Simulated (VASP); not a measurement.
# CsSnI3 in VASP: notebook

Aim: see how the results for CsSnI3 move with the level of theory and the settings. Levels: HSE06, r2SCAN. Tasks: single point.

Everything below comes from runs of VASP 6.6.1. Logs are shortened: lines on timing, memory, paths and dates and some standing lists are left out, and cuts for length are marked.

## Step 1: The cell of the first run

Symmetry: Pm-3m, No. 221, cubic system. The conventional cell has a = 6.241 Å, b = 6.241 Å, c = 6.241 Å, α = 90.00°, β = 90.00°, γ = 90.00°. Cs (site symmetry m-3m) has 12 I at 4.41 Å and 8 Sn at 5.41 Å within 5.8 Å. Sn (site symmetry m-3m) has 6 I at 3.12 Å within 4.1 Å. Within 4.1 Å of I (site symmetry 4/mmm) lie 2 Sn at 3.12 Å.

## Step 2: Single point, HSE06

POSCAR

```
CsSnI3
1.0
    6.2414907048      0.0000000000      0.0000000000
    0.0000000000      6.2414907048      0.0000000000
    0.0000000000      0.0000000000      6.2414907048
Cs Sn I
1 1 3
Direct
    0.0000000000      0.0000000000      0.0000000000
    0.5000000000      0.5000000000      0.5000000000
    0.5000000000      0.5000000000      0.0000000000
    0.5000000000      0.0000000000      0.5000000000
    0.0000000000      0.5000000000      0.5000000000
```

INCAR.step1

```
SYSTEM = CsSnI3
PREC = Accurate
ENCUT = 520
EDIFF = 1E-5
ISMEAR = 0
SIGMA = 0.01
LREAL = .FALSE.
LASPH = .TRUE.
NELM = 100
ALGO = Normal
ISIF = 2
LWAVE = .TRUE.
LCHARG = .FALSE.
GGA = PE
NBANDS = 30
```

INCAR.step2

```
SYSTEM = CsSnI3
PREC = Accurate
ENCUT = 520
EDIFF = 1E-6
ISMEAR = 0
SIGMA = 0.01
LREAL = .FALSE.
LASPH = .TRUE.
NELM = 100
ALGO = Normal
ISIF = 2
LWAVE = .FALSE.
LCHARG = .FALSE.
GGA = PE
LHFCALC = .TRUE.
HFSCREEN = 0.2079
PRECFOCK = Fast
ISTART = 1
NBANDS = 30
```

KPOINTS

```
Automatic mesh
0
G
  2 2 2
  0 0 0
```

Potentials or basis: VASP PAW PBE potentials, release 64 (Cs_sv, Sn_d, I).

Launch:

```bash
$ cat potpaw_PBE.64/Cs_sv/POTCAR potpaw_PBE.64/Sn_d/POTCAR potpaw_PBE.64/I/POTCAR > POTCAR
$ cp INCAR.step1 INCAR
$ mpirun -np 1 vasp_std > vasp.out
$ cp INCAR.step2 INCAR
$ mpirun -np 1 vasp_std > vasp.out
```

OUTCAR:

```text
SYSTEM = CsSnI3
   PREC = Accurate
   ENCUT = 520
   EDIFF = 1E-6
   ISMEAR = 0
   LREAL = .FALSE.
   LASPH = .TRUE.
   NELM = 100
   ISIF = 2
   GGA = PE
   LHFCALC = .TRUE.
   HFSCREEN = 0.2079
   PRECFOCK = Fast
   ISTART = 1

 ion  position               nearest neighbor table
   1  0.000  0.000  0.000-
   2  0.500  0.500  0.500-   3 3.12   4 3.12   5 3.12   3 3.12   4 3.12   5 3.12
   3  0.500  0.500  0.000-   2 3.12   2 3.12
   4  0.500  0.000  0.500-   2 3.12   2 3.12
   5  0.000  0.500  0.500-   2 3.12   2 3.12

  LATTYP: Found a simple cubic cell.
 ALAT       =     6.2414907048

  Lattice vectors:

 A1 = (   6.2414907048,   0.0000000000,   0.0000000000)
 A2 = (   0.0000000000,   6.2414907048,   0.0000000000)
 A3 = (   0.0000000000,   0.0000000000,   6.2414907048)

Analysis of symmetry for initial positions (statically):
=====================================================================
 Subroutine PRICEL returns:
 Original cell was already a primitive cell.

 Routine SETGRP: Setting up the symmetry group for a
 simple cubic supercell.

 Subroutine GETGRP returns: Found 48 space group operations
 (whereof 48 operations were pure point group operations)
 out of a pool of 48 trial point group operations.

The static configuration has the point symmetry O_h .

Analysis of symmetry for dynamics (positions and initial velocities):
=====================================================================
 Subroutine PRICEL returns:
 Original cell was already a primitive cell.

 Routine SETGRP: Setting up the symmetry group for a
 simple cubic supercell.

 Subroutine GETGRP returns: Found 48 space group operations
 (whereof 48 operations were pure point group operations)
 out of a pool of 48 trial point group operations.

The dynamic configuration has the point symmetry O_h .

 Subroutine INISYM returns: Found 48 space group operations
 (whereof 48 operations are pure point group operations),
 and found     1 'primitive' translations

----------------------------------------------------------------------------------------

                                     Primitive cell

  volume of cell :     243.1448

  direct lattice vectors                    reciprocal lattice vectors
     6.241490705  0.000000000  0.000000000     0.160218135  0.000000000  0.000000000
     0.000000000  6.241490705  0.000000000     0.000000000  0.160218135  0.000000000
     0.000000000  0.000000000  6.241490705     0.000000000  0.000000000  0.160218135

  length of vectors
     6.241490705  6.241490705  6.241490705     0.160218135  0.160218135  0.160218135

  position of ions in fractional coordinates (direct lattice)
     0.000000000  0.000000000  0.000000000
     0.500000000  0.500000000  0.500000000
     0.500000000  0.500000000  0.000000000
     0.500000000  0.000000000  0.500000000
     0.000000000  0.500000000  0.500000000

  ion indices of the primitive-cell ions
   primitive index   ion index
                 1           1
                 2           2
                 3           3
                 4           4
                 5           5

----------------------------------------------------------------------------------------

 KPOINTS: Automatic mesh

Automatic generation of k-mesh.
 Grid dimensions read from file:
 generate k-points for:    2    2    2

 Generating k-lattice:

  Cartesian coordinates                     Fractional coordinates (reciprocal lattice)
     0.080109067  0.000000000  0.000000000     0.500000000  0.000000000  0.000000000
     0.000000000  0.080109067  0.000000000     0.000000000  0.500000000  0.000000000
     0.000000000  0.000000000  0.080109067     0.000000000  0.000000000  0.500000000

  Length of vectors
     0.080109067  0.080109067  0.080109067

  Shift w.r.t. Gamma in fractional coordinates (k-lattice)
     0.000000000  0.000000000  0.000000000

 Subroutine IBZKPT returns following result:
 ===========================================

 Found      4 irreducible k-points:

 Following reciprocal coordinates:
            Coordinates               Weight
  0.000000  0.000000  0.000000      1.000000
  0.500000  0.000000  0.000000      3.000000
  0.500000  0.500000  0.000000      3.000000
  0.500000  0.500000  0.500000      1.000000
   k-points           NKPTS =      4   k-points in BZ     NKDIM =      8   number of bands    NBANDS=     30
   number of dos      NEDOS =    301   number of ions     NIONS =      5
   total plane-waves  NPLWV = 110592
   dimension x,y,z NGX =    48 NGY =   48 NGZ =   48
   dimension x,y,z NGXF=    96 NGYF=   96 NGZF=   96
   ions per type =               1   1   3
   NGX,Y,Z   is equivalent  to a cutoff of  12.79, 12.79, 12.79 a.u.
   NGXF,Y,Z  is equivalent  to a cutoff of  25.57, 25.57, 25.57 a.u.
 SYSTEM =  CsSnI3
   PREC   = accura    normal or accurate (medium, high low for compatibility)
   ISTART =      1    job   : 0-new  1-cont  2-samecut
   ICHARG =      0    charge: 1-file 2-atom 10-const
   ISPIN  =      1    spin polarized calculation?
   LNONCOLLINEAR =      F non collinear calculations
   LSORBIT =      F    spin-orbit coupling
   LASPH  =      T    aspherical Exc in radial PAW
   ENCUT  =  520.0 eV  38.22 Ry    6.18 a.u.  11.61 11.61 11.61*2*pi/ulx,y,z
   NELM   =    100;   NELMIN=  2; NELMDL=  0     # of ELM steps
   EDIFF  = 0.1E-05   stopping-criterion for ELM
   LREAL  =      F    real-space projection
   EDIFFG = 0.1E-04   stopping-criterion for IOM
   NSW    =      0    number of steps for IOM
   IBRION =     -1    ionic relax: 0-MD 1-quasi-New 2-CG
   NFREE  =      0    steps in history (QN), initial steepest desc. (CG)
   ISIF   =      2    stress and relaxation
   ISYM   =      3    0-nonsym 1-usesym 2-fastsym
   POTIM  = 0.5000    time-step for ionic-motion
   TEBEG  =    0.0;   TEEND  =   0.0 temperature during run
   PSTRESS=    0.0 pullay stress
   NELECT =      44.0000    total number of electrons
   NUPDOWN=      -1.0000    fix difference up-down
   EMIN   =  10.00;   EMAX   =-10.00  energy-range for DOS
   EFERMI =   0.00;   METHOD = LEGACY
   ISMEAR =     0;   SIGMA  =   0.01  broadening in eV -4-tet -1-fermi 0-gaus
   EFERMI_NEDOS =   21; number of points for ismear=-14 and -15
   IALGO  =     38    algorithm
   IMIX   =      1    mixing-type and parameters
     AMIX     =   0.40;   BMIX     =  1.00
     AMIX_MAG =   1.60;   BMIX_MAG =  1.00
  volume/ion in A,a.u.               =      48.63       328.16
  Fermi-wavevector in a.u.,A,eV,Ry     =   0.925985  1.749858 11.666297  0.857449
  Thomas-Fermi vector in A             =   2.051899
   LORBIT       =      0    0 simple, 1 ext, 2 COOP (PROOUT), +10 PAW based schemes
   GGA     = PE    functional components
   LHFCALC =     T    Hartree Fock is set to
   PRECFOCK=fast      Normal, Fast or Accurate (Low or Medium for compatibility)
   ENCUT4O =  -1.0   cutoff for four orbital integrals eV
   NKREDX  =     1    reduce k-point grid by
   NKREDY  =     1    reduce k-point grid by
   NKREDZ  =     1    reduce k-point grid by
   AEXX    =    0.2500 exact exchange contribution
   HFSCREEN=    0.2079 screening length (either q_TF or 0.3 A-1)
   HFSCREENC=   0.2079 screening length for correlation (either q_TF or 0.3 A-1)
   ENCUTFOCK=  -1.0 apply spherical cutoff to Coloumb kernel
   IVDW    =     0    specifies the selected vdW correction
   LEPSILON=     F    determine dielectric tensor
   LRPA    =     F    only Hartree local field effects (RPA)
 non-spin polarized calculation
 Gauss-broadening in eV      SIGMA  =   0.01
  energy-cutoff  :      520.00
  volume of cell :      243.14
 maximum number of plane-waves:      6619
 NGX is ok and might be reduce to    48
  NGX = 28; NGY = 28; NGZ = 28

 number of electron      43.9999979 magnetization

 Free energy of the ion-electron system (eV)
  ---------------------------------------------------
  ext. energy  EPLUGINS =         0.00000000
  ---------------------------------------------------
  free energy    TOTEN  =       -15.79711894 eV

  energy without entropy =      -15.79711894  energy(sigma->0) =      -15.79711894

 E-fermi :   2.4356     XC(G=0):  -6.2648

 val. band max:        2.2939768765   @ k =   0.5000   0.5000   0.5000
 cond. band min:       3.1431524886   @ k =   0.5000   0.5000   0.5000
 fundamental gap:      0.8491756120
 Fermi energy:         2.4355597351

 k-point     1 :       0.0000    0.0000    0.0000
  band No.  band energies     occupation
      1     -22.2233      2.00000
      2     -22.2233      2.00000
      3     -22.1992      2.00000
      4     -22.1992      2.00000
      5     -22.1992      2.00000
      6     -21.6620      2.00000
[... 22 lines left out ...]
     29       7.7443      0.00000
     30       7.7443      0.00000

 k-point     2 :       0.5000    0.0000    0.0000
  band No.  band energies     occupation
      1     -22.2232      2.00000
      2     -22.2228      2.00000
      3     -22.1993      2.00000
      4     -22.1993      2.00000
      5     -22.1992      2.00000
      6     -21.6616      2.00000
[... 22 lines left out ...]
     29       7.3591      0.00000
     30       7.3938      0.00000

 k-point     3 :       0.5000    0.5000    0.0000
  band No.  band energies     occupation
      1     -22.2230      2.00000
      2     -22.2225      2.00000
      3     -22.1995      2.00000
      4     -22.1993      2.00000
      5     -22.1993      2.00000
      6     -21.6612      2.00000
[... 22 lines left out ...]
     29       8.3408      0.00000
     30       8.3434      0.00000

 k-point     4 :       0.5000    0.5000    0.5000
  band No.  band energies     occupation
      1     -22.2225      2.00000
      2     -22.2225      2.00000
      3     -22.1995      2.00000
      4     -22.1995      2.00000
      5     -22.1995      2.00000
      6     -21.6608      2.00000
[... 22 lines left out ...]
     29       7.1279      0.00000
     30       8.4167      0.00000

------------------------ aborting loop because EDIFF is reached ----------------------------------------

  FORCE on cell =-STRESS in cart. coord.  units (eV):
  Direction    XX          YY          ZZ          XY          YZ          ZX
  --------------------------------------------------------------------------------------
  -------------------------------------------------------------------------------------
  Total        2.0653748      2.0653748      2.0653748      0.0000000      0.0000000      0.0000000
  in kB       13.6095724     13.6095724     13.6095724      0.0000000      0.0000000      0.0000000
  external PRESSURE =      13.6095724 kB  Pullay stress =       0.0000000 kB

 VOLUME and BASIS-vectors are now :
 -----------------------------------------------------------------------------
  energy-cutoff  :      520.00
  volume of cell :      243.14
      direct lattice vectors                 reciprocal lattice vectors
     6.241490705  0.000000000  0.000000000     0.160218135  0.000000000  0.000000000
     0.000000000  6.241490705  0.000000000     0.000000000  0.160218135  0.000000000
     0.000000000  0.000000000  6.241490705     0.000000000  0.000000000  0.160218135

 POSITION                                       TOTAL-FORCE (eV/Angst)
 -----------------------------------------------------------------------------------
      0.00000      0.00000      0.00000         0.000000      0.000000      0.000000
      3.12075      3.12075      3.12075         0.000000      0.000000      0.000000
      3.12075      3.12075      0.00000         0.000000      0.000000      0.000000
      3.12075      0.00000      3.12075         0.000000      0.000000      0.000000
      0.00000      3.12075      3.12075         0.000000      0.000000      0.000000
 -----------------------------------------------------------------------------------
    total drift:                                0.000009     -0.000009     -0.000008

  FREE ENERGIE OF THE ION-ELECTRON SYSTEM (eV)
  ---------------------------------------------------
  free  energy   TOTEN  =       -15.7971189393 eV

  energy  without entropy=      -15.7971189393  energy(sigma->0) =      -15.79711894
```

It took 4.6 min on 1 thread of Intel Xeon Platinum 8488C (Sapphire Rapids), shared host; peak memory 0.45 GiB.

Results:

| Quantity | Value |
| --- | --- |
| Free energy | -15.7971 eV |
| Pressure | 1.4 GPa |
| Band gap on the k mesh | 0.85 eV |

Caveat: the k points lie up to 0.50 Å⁻¹ apart; the PAW data sets were made with another functional, which shifts forces and pressure a little; spin-orbit coupling is left out, which moves the levels of the heavy elements.

(Continued in part 2 of 2.)
